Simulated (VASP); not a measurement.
Ir, 1 atom in the cell. Symmetry: I4/mmm, No. 139, tetragonal system. The conventional cell has a = 2.866 Å, b = 2.866 Å, c = 3.445 Å, α = 90.00°, β = 90.00°, γ = 90.00°. Ir (site symmetry 4/mmm) has 14 Ir at 2.66 to 3.45 Å within 3.5 Å.  This cell differs from its parent crystal: ratio of the length along z to the lengths across it x 0.85, volume and fractional coordinates fixed.

* Program: VASP 6.6.1
* Task: single point
* Functional: LDA
* Potentials or basis: VASP PAW LDA potentials, release 64 (Ir)
* Cutoff: 520 eV
* k mesh: 8 × 8 × 8
* Occupations: gaussian, width 0.15 eV
* Spin: no spin polarisation
* Dipole correction: no
* Further INCAR settings: ALGO = Normal; EDIFF = 1e-06; NBANDS = 10

Potentials or basis: VASP PAW LDA potentials, release 64 (Ir).

The run is started by

```bash
$ cat potpaw_LDA.64/Ir/POTCAR > POTCAR
$ mpirun -np 1 vasp_std > vasp.out
```

Hardware: 1 thread of AMD EPYC 9R45 96-Core Processor (Zen 5), with other jobs on the host.

Problem. How long does it take, and how much memory?

Solution. It took 4.1 s on 1 thread of AMD EPYC 9R45 96-Core Processor (Zen 5), with other jobs on the host, peak memory 0.1 GiB. Counts: scf iterations 11, k points 59.
